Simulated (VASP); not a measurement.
InSb: vibrations by perturbation theory with PBEsol

InSb:

```
In Sb
1.0
     0.00000    3.24381    3.24381
     3.24381    0.00000    3.24381
     3.24381    3.24381    0.00000
In Sb
1 1
Direct
  0.00000 0.00000 0.00000
  0.75000 0.75000 0.75000
```

- Program: VASP 6.6.1
- Task: vibrations by perturbation theory
- Functional: PBEsol
- Potentials or basis: VASP PAW PBE potentials, release 64 (In_d, Sb)
- Cutoff: 520 eV
- k mesh: 10 × 10 × 10
- Occupations: fermi-dirac, width 0.1 eV
- Spin: no spin polarisation
- Dipole correction: no
- Further INCAR settings: ALGO = Normal; EDIFF = 1e-08; NBANDS = 16; IBRION = 8; NSW = 1

The highest phonon frequency at Γ, LO-TO splitting left out is 177 cm⁻¹.

Phonon frequencies in cm⁻¹ (negative: imaginary):
| q point | frequencies |
| --- | --- |
| (0.000, 0.000, 0.000) | 0 0 0 177 177 177 |

It took 4.9 min on 1 thread of Intel(R) Xeon(R) Platinum 8559C (Emerald Rapids), on a shared host, peak memory 0.54 GiB.
